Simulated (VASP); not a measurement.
# Al2O3 (P-3m1) in VASP: notebook

Al2O3 is run at these levels: PBEsol+D3(BJ), BLYP+D3(BJ), PBEsol; tasks: relaxation of cell and atoms.

Program: VASP 6.6.1. These are calculated values, not measurements. Logs are shortened: lines on timing, memory, paths and dates and some standing lists are left out, and cuts for length are marked.

## 1. The cell of the first run

The structure is trigonal, space group P-3m1 (No. 164). Conventional cell: a = 3.017 Å, b = 3.017 Å, c = 7.575 Å, α = 90.00°, β = 90.00°, γ = 120.00°. Within 2.2 Å of Al (site symmetry 3m) lie 4 O at 1.68 to 1.84 Å. O (site symmetry 3m) has 3 Al at 1.84 Å within 2.4 Å. O (site symmetry -3m) has 2 Al at 1.68 Å within 2.2 Å.

## 2. Relaxation of cell and atoms, PBEsol+D3(BJ)

Input file INCAR:

```
ALGO = Normal
EDIFF = 1E-6
EDIFFG = -0.01
ENCUT = 600
GGA = PS
IBRION = 2
ISIF = 3
ISMEAR = 0
IVDW = 12
LASPH = True
LCHARG = False
LREAL = False
LWAVE = False
NELM = 80
NSW = 80
PREC = Accurate
SIGMA = 0.01
```

Input file KPOINTS:

```
k-points
0
Gamma
  12 12 4
```

Input file POSCAR:

```
Al2O3
1.0
    3.0174800000      0.0000000000      0.0000000000
   -1.5087400000      2.6132200000      0.0000000000
    0.0000000000      0.0000000000      7.5746400000
Al O
2 3
Direct
    0.0000000000      0.0000000000      0.2779500000
    0.0000000000      0.0000000000      0.7220500000
    0.3333333333      0.6666666667      0.1994500000
    0.6666666667      0.3333333333      0.8005500000
    0.0000000000      0.0000000000      0.5000000000
```

Potentials or basis: VASP PAW PBE potentials, release 64 (Al, O).

Run with:

```console
$ cat potpaw_PBE.64/Al/POTCAR potpaw_PBE.64/O/POTCAR > POTCAR
$ mpirun -np 1 vasp_std > vasp.out
```

OUTCAR:

```text
EDIFF = 1E-6
   EDIFFG = -0.01
   ENCUT = 600
   GGA = PS
   IBRION = 2
   ISIF = 3
   ISMEAR = 0
   IVDW = 12
   LASPH = True
   LREAL = False
   NELM = 80
   NSW = 80
   PREC = Accurate
 IVDW          = 12

 ion  position               nearest neighbor table
   1  0.000  0.000  0.278-   5 1.68   3 1.84   3 1.84   3 1.84   2 3.36
   2  0.000  0.000  0.722-   5 1.68   4 1.84   4 1.84   4 1.84   1 3.36
   3  0.333  0.667  0.199-   1 1.84   1 1.84   1 1.84
   4  0.667  0.333  0.801-   2 1.84   2 1.84   2 1.84
   5  0.000  0.000  0.500-   1 1.68   2 1.68

  LATTYP: Found a hexagonal cell.
 ALAT       =     3.0174800000
 C/A-ratio  =     2.5102535891

  Lattice vectors:

 A1 = (   3.0174800000,   0.0000000000,   0.0000000000)
 A2 = (  -1.5087400000,   2.6132200000,   0.0000000000)
 A3 = (   0.0000000000,   0.0000000000,   7.5746400000)

Analysis of symmetry for initial positions (statically):
=====================================================================
 Subroutine PRICEL returns:
 Original cell was already a primitive cell.

 Routine SETGRP: Setting up the symmetry group for a
 hexagonal supercell.

 Subroutine GETGRP returns: Found 12 space group operations
 (whereof 12 operations were pure point group operations)
 out of a pool of 24 trial point group operations.

The static configuration has the point symmetry D_3d.

Analysis of symmetry for dynamics (positions and initial velocities):
=====================================================================
 Subroutine PRICEL returns:
 Original cell was already a primitive cell.

 Routine SETGRP: Setting up the symmetry group for a
 hexagonal supercell.

 Subroutine GETGRP returns: Found 12 space group operations
 (whereof 12 operations were pure point group operations)
 out of a pool of 24 trial point group operations.

The dynamic configuration has the point symmetry D_3d.

 Subroutine INISYM returns: Found 12 space group operations
 (whereof 12 operations are pure point group operations),
 and found     1 'primitive' translations

----------------------------------------------------------------------------------------

                                     Primitive cell

  volume of cell :      59.7286

  direct lattice vectors                    reciprocal lattice vectors
     3.017480000  0.000000000  0.000000000     0.331402362  0.191334828  0.000000000
    -1.508740000  2.613220000  0.000000000     0.000000000  0.382669657  0.000000000
     0.000000000  0.000000000  7.574640000     0.000000000  0.000000000  0.132019476

  length of vectors
     3.017480000  3.017484906  7.574640000     0.382670279  0.382669657  0.132019476

  position of ions in fractional coordinates (direct lattice)
     0.000000000  0.000000000  0.277950000
     0.000000000  0.000000000  0.722050000
     0.333333333  0.666666667  0.199450000
     0.666666667  0.333333333  0.800550000
     0.000000000  0.000000000  0.500000000

[... 83 lines left out ...]
   IBRION =      2    ionic relax: 0-MD 1-quasi-New 2-CG
   NFREE  =      1    steps in history (QN), initial steepest desc. (CG)
   ISIF   =      3    stress and relaxation
   ISYM   =      2    0-nonsym 1-usesym 2-fastsym
   POTIM  = 0.5000    time-step for ionic-motion
   TEBEG  =    0.0;   TEEND  =   0.0 temperature during run
   PSTRESS=    0.0 pullay stress
   NELECT =      24.0000    total number of electrons
   NUPDOWN=      -1.0000    fix difference up-down
   EMIN   =  10.00;   EMAX   =-10.00  energy-range for DOS
   EFERMI =   0.00;   METHOD = LEGACY
   ISMEAR =     0;   SIGMA  =   0.01  broadening in eV -4-tet -1-fermi 0-gaus
   EFERMI_NEDOS =   21; number of points for ismear=-14 and -15
   IALGO  =     38    algorithm
   IMIX   =      4    mixing-type and parameters
     AMIX     =   0.40;   BMIX     =  1.00
     AMIX_MAG =   1.60;   BMIX_MAG =  1.00
  volume/ion in A,a.u.               =      11.95        80.61
  Fermi-wavevector in a.u.,A,eV,Ry     =   1.208049  2.282881 19.856094  1.459382
  Thomas-Fermi vector in A             =   2.343668
   LORBIT       =      0    0 simple, 1 ext, 2 COOP (PROOUT), +10 PAW based schemes
   GGA     = PS    functional components
   LHFCALC =     F    Hartree Fock is set to
   AEXX    =    0.0000 exact exchange contribution
   IVDW    =    12    specifies the selected vdW correction
   LEPSILON=     F    determine dielectric tensor
   LRPA    =     F    only Hartree local field effects (RPA)
 conjugate gradient relaxation of ions
 non-spin polarized calculation
 Gauss-broadening in eV      SIGMA  =   0.01
  energy-cutoff  :      600.00
  volume of cell :       59.73
 maximum number of plane-waves:      2025
   NGX = 13   NGY = 13   NGZ = 31

--------------------------------------- Ionic step        1  -------------------------------------------

 number of electron      24.0000008 magnetization

 Free energy of the ion-electron system (eV)
  ---------------------------------------------------
  ext. energy  EPLUGINS =         0.00000000
  ---------------------------------------------------
  free energy    TOTEN  =       -37.73665125 eV

  energy without entropy =      -37.73665125  energy(sigma->0) =      -37.73665125

 E-fermi :   3.8037     XC(G=0):  -9.9409

 val. band max:        3.7429235240   @ k =   0.0000   0.0000   0.0000
 cond. band min:       5.9382813703   @ k =   0.0000   0.0000   0.0000
 fundamental gap:      2.1953578463
 Fermi energy:         3.8036872424

 k-point     1 :       0.0000    0.0000    0.0000
  band No.  band energies     occupation
      1     -15.8040      2.00000
      2     -15.6072      2.00000
      3     -13.0431      2.00000
      4      -2.1406      2.00000
      5      -0.7774      2.00000
      6       0.0110      2.00000
[... 569 lines left out ...]
  FREE ENERGIE OF THE ION-ELECTRON SYSTEM (eV)
  ---------------------------------------------------
  free  energy   TOTEN  =       -38.4634891499 eV

  energy  without entropy=      -38.4634891499  energy(sigma->0) =      -38.46348915

[... ionic steps 4 to 13 ...]

--------------------------------------- Ionic step       14  -------------------------------------------

 number of electron      24.0000001 magnetization

------------------------ aborting loop because EDIFF is reached ----------------------------------------
[... 81 lines left out ...]
--------------------------------------- Ionic step       16  -------------------------------------------

 number of electron      24.0000001 magnetization

 Free energy of the ion-electron system (eV)
  ---------------------------------------------------
  ext. energy  EPLUGINS =         0.00000000
  ---------------------------------------------------
  free energy    TOTEN  =       -37.73628948 eV

  energy without entropy =      -37.73628948  energy(sigma->0) =      -37.73628948

 E-fermi :   4.5334     XC(G=0): -10.3351

 val. band max:        4.4237403913   @ k =   0.0000   0.0000   0.0000
 cond. band min:       6.8047208958   @ k =   0.0000   0.0000   0.0000
 fundamental gap:      2.3809805046
 Fermi energy:         4.5333673554

 k-point     1 :       0.0000    0.0000    0.0000
  band No.  band energies     occupation
      1     -15.4353      2.00000
      2     -15.1578      2.00000
      3     -12.5071      2.00000
      4      -1.5864      2.00000
      5      -0.4873      2.00000
      6       0.5603      2.00000
[... 483 lines left out ...]
  FREE ENERGIE OF THE ION-ELECTRON SYSTEM (eV)
  ---------------------------------------------------
  free  energy   TOTEN  =       -38.4769299510 eV

  energy  without entropy=      -38.4769299510  energy(sigma->0) =      -38.47692995

 reached required accuracy - stopping structural energy minimisation
```

CONTCAR:

```text
Al2O3
   1.00000000000000
     2.9741154100429594   -0.0000000000000000   -0.0000000000000000
    -1.4870577050214797    2.5756649184776017    0.0000000000000000
     0.0000000000000000    0.0000000000000001    7.2762003627751559
  Al              O
     2     3
Direct
     0.0000000000000000    0.0000000000000000    0.2704456934432578
     0.0000000000000000    0.0000000000000000    0.7295543065567421
     0.3333333332999970    0.6666666667000030    0.1887030945512048
     0.6666666667000030    0.3333333332999970    0.8112969054487952
     0.0000000000000000    0.0000000000000000    0.5000000000000000

  0.00000000E+00  0.00000000E+00  0.00000000E+00
  0.00000000E+00  0.00000000E+00  0.00000000E+00
  0.00000000E+00  0.00000000E+00  0.00000000E+00
  0.00000000E+00  0.00000000E+00  0.00000000E+00
  0.00000000E+00  0.00000000E+00  0.00000000E+00
```

Wall time 8.3 min (1 thread of Intel Xeon 6975P-C, shared host); peak memory 0.24 GiB.

Results:

| Item | Value |
| --- | --- |
| Free energy | -38.4769 eV |
| Relaxed volume | 11.15 Å³/atom |
| Relaxed cell | a = 2.974 Å, b = 2.974 Å, c = 7.276 Å, α = 90.00°, β = 90.00°, γ = 120.00° |
| Space group after relaxing (to 0.05 Å) | P-3m1 (No. 164) |
| Energy gained by relaxing | 9.9 meV/atom |
| Ionic steps | 16 |
| Pressure after relaxing | 0.1 GPa |
| Largest force after relaxing | 0.005 eV/Å |
| Band gap on the k mesh | 2.38 eV, direct |
| Dispersion energy per atom | -0.148 eV |

Forces on the atoms (eV/Å):
```
Al   0.000  0.000  0.005
Al   0.000  0.000 -0.005
O    0.000  0.000 -0.001
O    0.000  0.000  0.001
O    0.000  0.000  0.000
```

Step by step:
```tsv
step	energy change (eV)	largest force (eV/Å)	pressure (GPa)	volume (Å³)
1	0.0000	0.1912	-5.57	59.73
2	-0.0076	0.4062	5.42	56.21
3	-0.0358	0.1671	-0.07	57.82
4	-0.0348	0.3555	-0.17	57.61
5	-0.0374	0.1439	-0.14	57.73
6	-0.0388	0.0626	-0.06	57.60
7	-0.0390	0.0789	-0.04	57.53
8	-0.0399	0.0744	-0.08	57.44
9	-0.0426	0.0593	-0.19	57.16
10	-0.0466	0.0345	-0.46	56.62
11	-0.0478	0.1060	-0.77	55.52
12	-0.0486	0.0705	-0.61	56.02
13	-0.0485	0.0535	0.92	55.43
14	-0.0492	0.0326	0.09	55.74
15	-0.0492	0.0649	0.00	55.74
16	-0.0493	0.0047	0.07	55.74
```

Final structure:
```
Al O
1.0
     2.97412    0.00000    0.00000
    -1.48706    2.57566    0.00000
     0.00000    0.00000    7.27620
Al O
2 3
Direct
  0.00000 0.00000 0.27045
  0.00000 0.00000 0.72955
  0.33333 0.66667 0.18870
  0.66667 0.33333 0.81130
  0.00000 0.00000 0.50000
```

Caveat: the PAW data sets were made with another functional, which shifts forces and pressure a little.

## 3. Relaxation of cell and atoms, BLYP+D3(BJ)

Input file INCAR:

```
SYSTEM = Al2O3
  PREC = Accurate
  ENCUT = 600
  EDIFF = 1E-6
  ISMEAR = 0
  SIGMA = 0.01
  LREAL = .False.
  LASPH = .True.
  NELM = 80
  ALGO = Normal
  ISIF = 3
  LWAVE = .False.
  LCHARG = .False.
  GGA = B5
  ALDAX = 1.0
  AGGAX = 1.0
  AGGAC = 1.0
  ALDAC = 0.0
  IVDW = 12
  VDW_S6 = 1.0
  VDW_S8 = 2.6996
  VDW_A1 = 0.4298
  VDW_A2 = 4.2359
  IBRION = 2
  NSW = 80
  EDIFFG = -0.01
```

Input file KPOINTS:

```
Automatic mesh
0
Gamma
  12 12 4
  0 0 0
```

POSCAR is that of step 2.

Potentials or basis: VASP PAW PBE potentials, release 64 (Al, O).

Run with:

```console
$ cat potpaw_PBE.64/Al/POTCAR potpaw_PBE.64/O/POTCAR > POTCAR
$ mpirun -np 1 vasp_std > vasp.out
```

Wall time 13 min (1 thread of Intel Xeon 6975P-C, shared host); peak memory 0.24 GiB.

The run converged. Its results:

```
Free energy                            : -36.6638 eV
Relaxed volume                         : 11.22 Å³/atom
Relaxed cell                           : a = 3.000 Å, b = 3.000 Å, c = 7.198 Å, α = 90.00°, β = 90.00°, γ = 120.00°
Space group after relaxing (to 0.05 Å) : P-3m1 (No. 164)
Energy gained by relaxing              : 7.8 meV/atom
Ionic steps                            : 18
Pressure after relaxing                : -0.1 GPa
Largest force after relaxing           : 0.008 eV/Å
Band gap on the k mesh                 : 2.56 eV, direct
Dispersion energy per atom             : -0.384 eV
```

Forces in eV/Å, atoms in the order of the input:
```
Al   0.000  0.000  0.008
Al   0.000  0.000 -0.008
O    0.000  0.000  0.004
O    0.000  0.000 -0.004
O    0.000  0.000  0.000
```

Stress tensor (GPa, compression positive):
```
-0.08  0.00  0.00
 0.00 -0.08  0.00
 0.00  0.00  0.01
```

Step by step:
| step | energy change (eV) | largest force (eV/Å) | pressure (GPa) | volume (Å³) |
| --- | --- | --- | --- | --- |
| 1 | 0.0000 | 0.1453 | -3.33 | 59.73 |
| 2 | -0.0016 | 0.4551 | 3.13 | 57.61 |
| 3 | -0.0128 | 0.2394 | -0.13 | 58.62 |
| 4 | -0.0134 | 0.2239 | 0.06 | 58.33 |
| 5 | -0.0144 | 0.1548 | -0.04 | 58.46 |
| 6 | -0.0176 | 0.1564 | 0.02 | 58.28 |
| 7 | -0.0260 | 0.1555 | 0.05 | 57.73 |
| 8 | -0.0364 | 0.1455 | 0.35 | 56.63 |
| 9 | -0.0106 | 0.0935 | 1.84 | 54.41 |
| 10 | -0.0360 | 0.1487 | 0.79 | 56.29 |
| 11 | -0.0381 | 0.1127 | 0.16 | 56.25 |
| 12 | -0.0383 | 0.1319 | -0.13 | 56.23 |
| 13 | -0.0389 | 0.0611 | -0.18 | 56.19 |
| 14 | -0.0390 | 0.0068 | -0.24 | 56.16 |
| 15 | -0.0391 | 0.0052 | -0.11 | 56.11 |
| 16 | -0.0392 | 0.0101 | 0.01 | 56.06 |
| 17 | -0.0392 | 0.0100 | 0.01 | 56.07 |
| 18 | -0.0392 | 0.0075 | -0.05 | 56.09 |

Final structure:
```
Al O
1.0
     2.99964    0.00000    0.00000
    -1.49982    2.59777    0.00000
     0.00000    0.00000    7.19777
Al O
2 3
Cartesian
  0.0000 0.0000 1.9253
  0.0000 0.0000 5.2725
  0.0000 1.7318 1.3403
  1.4998 0.8659 5.8575
  0.0000 0.0000 3.5989
```

Levels at points of the mesh, in eV from the valence-band top:
| k point | band 10 | band 11 | band 12 | band 13 | band 14 | band 15 |
| --- | --- | --- | --- | --- | --- | --- |
| (0.00, 0.00, 0.00) | -2.23 | 0.00 | 0.00 | 2.56 | 4.71 | 7.80 |
| (0.50, 0.00, 0.00) | -3.12 | -1.82 | -0.49 | 4.72 | 6.54 | 8.34 |
| (0.00, 0.00, 0.50) | -3.30 | 0.00 | 0.00 | 3.51 | 3.79 | 8.47 |
| (0.50, 0.00, 0.50) | -3.42 | -1.72 | -0.48 | 5.39 | 5.64 | 8.40 |

Caveat: the PAW data sets were made with another functional, which shifts forces and pressure a little.

## 4. Relaxation of cell and atoms, PBEsol

Input file INCAR:

```
  ALGO = Normal
  EDIFF = 1E-7
  EDIFFG = -0.01
  ENCUT = 600
  GGA = PS
  IBRION = 2
  ISIF = 3
  ISMEAR = 0
  LASPH = T
  LCHARG = F
  LREAL = F
  LWAVE = F
  NELM = 80
  NSW = 80
  PREC = Accurate
  SIGMA = 0.01
```

Input file KPOINTS:

```
k-points
0
Gamma
  12 12 4
```

POSCAR is that of step 3.

Run with:

```console
$ cat potpaw_PBE.64/Al/POTCAR potpaw_PBE.64/O/POTCAR > POTCAR
$ mpirun -np 1 vasp_std > vasp.out
```

Wall time 13 min (1 thread of Intel Xeon 6975P-C, shared host); peak memory 0.23 GiB.

It converged, with:

```
Free energy                            : -37.7553 eV
Relaxed volume                         : 11.92 Å³/atom
Relaxed cell                           : a = 2.988 Å, b = 2.988 Å, c = 7.710 Å, α = 90.00°, β = 90.00°, γ = 120.00°
Space group after relaxing (to 0.05 Å) : P-3m1 (No. 164)
Energy gained by relaxing              : 3.7 meV/atom
Ionic steps                            : 22
Pressure after relaxing                : 0.1 GPa
Largest force after relaxing           : 0.009 eV/Å
Band gap on the k mesh                 : 2.34 eV, direct
```

Forces on the atoms (eV/Å):
```
Al   0.000  0.000  0.001
Al   0.000  0.000 -0.001
O    0.000  0.000 -0.009
O    0.000  0.000  0.009
O    0.000  0.000  0.000
```

The path:
| step | energy change (eV) | largest force (eV/Å) | pressure (GPa) | volume (Å³) |
| --- | --- | --- | --- | --- |
| 1 | 0.0000 | 0.1896 | -3.70 | 59.73 |
| 2 | -0.0039 | 0.2145 | 3.62 | 57.37 |
| 3 | -0.0166 | 0.0661 | 0.07 | 58.45 |
| 4 | -0.0161 | 0.2630 | -0.05 | 58.39 |
| 5 | -0.0172 | 0.0714 | 0.02 | 58.43 |
| 6 | -0.0175 | 0.0157 | 0.02 | 58.42 |
| 7 | -0.0175 | 0.0187 | 0.02 | 58.42 |
| 8 | -0.0176 | 0.0178 | 0.04 | 58.43 |
| 9 | -0.0177 | 0.0151 | 0.07 | 58.47 |
| 10 | -0.0179 | 0.0097 | 0.15 | 58.54 |
| 11 | -0.0181 | 0.0203 | 0.29 | 58.69 |
| 12 | -0.0182 | 0.0535 | 0.59 | 58.98 |
| 13 | -0.0182 | 0.0524 | 0.59 | 58.98 |
| 14 | -0.0182 | 0.0503 | 0.58 | 58.99 |
| 15 | -0.0182 | 0.0460 | 0.56 | 59.02 |
| 16 | -0.0183 | 0.0373 | 0.52 | 59.07 |
| 17 | -0.0184 | 0.0272 | 0.46 | 59.18 |
| 18 | -0.0186 | 0.0294 | 0.33 | 59.39 |
| 19 | -0.0185 | 0.0790 | 0.07 | 59.82 |
| 20 | -0.0186 | 0.0335 | 0.24 | 59.53 |
| 21 | -0.0186 | 0.0245 | 0.19 | 59.55 |
| 22 | -0.0187 | 0.0095 | 0.09 | 59.61 |

Final structure:
```
Al O
1.0
     2.98785    0.00000    0.00000
    -1.49393    2.58756    0.00000
     0.00000    0.00000    7.70974
Al O
2 3
Direct
  0.00000 0.00000 0.28298
  0.00000 0.00000 0.71702
  0.33333 0.66667 0.20606
  0.66667 0.33333 0.79394
  0.00000 0.00000 0.50000
```

Levels at points of the mesh, in eV from the valence-band top:
```tsv
k point	band 10	band 11	band 12	band 13	band 14	band 15
(0.00, 0.00, 0.00)	-2.50	0.00	0.00	2.34	4.29	7.22
(0.50, 0.00, 0.00)	-3.25	-1.86	-0.51	4.51	6.11	8.25
(0.00, 0.00, 0.50)	-3.15	0.00	0.00	3.28	3.30	8.07
(0.50, 0.00, 0.50)	-3.43	-1.80	-0.51	4.89	5.60	8.15
```

Caveat: the PAW data sets were made with another functional, which shifts forces and pressure a little. Expect the measured gap to be larger: semilocal functionals such as PBEsol lack the derivative discontinuity.

## 5. Overview

| level | gap on the mesh (eV) | pressure (GPa) | relaxed volume (Å³/atom) | largest force (eV/Å) |
| --- | --- | --- | --- | --- |
| PBEsol+D3(BJ) | 2.38 | 0.1 | 11.15 | - |
| BLYP+D3(BJ) | 2.56 | -0.1 | 11.22 | 0.01 |
| PBEsol | 2.34 | 0.1 | 11.92 | 0.01 |

Alike in all rows: task relaxation of cell and atoms; potentials or basis VASP PAW PBE potentials, release 64 (Al, O); no spin polarisation; cell relaxed; k mesh 12 × 12 × 4; cutoff (eV) 600; smearing gaussian 0.01 eV.

Caveats: the PAW data sets were made with another functional, which shifts forces and pressure a little.

Absolute energies hang on the potentials; compare differences alone.
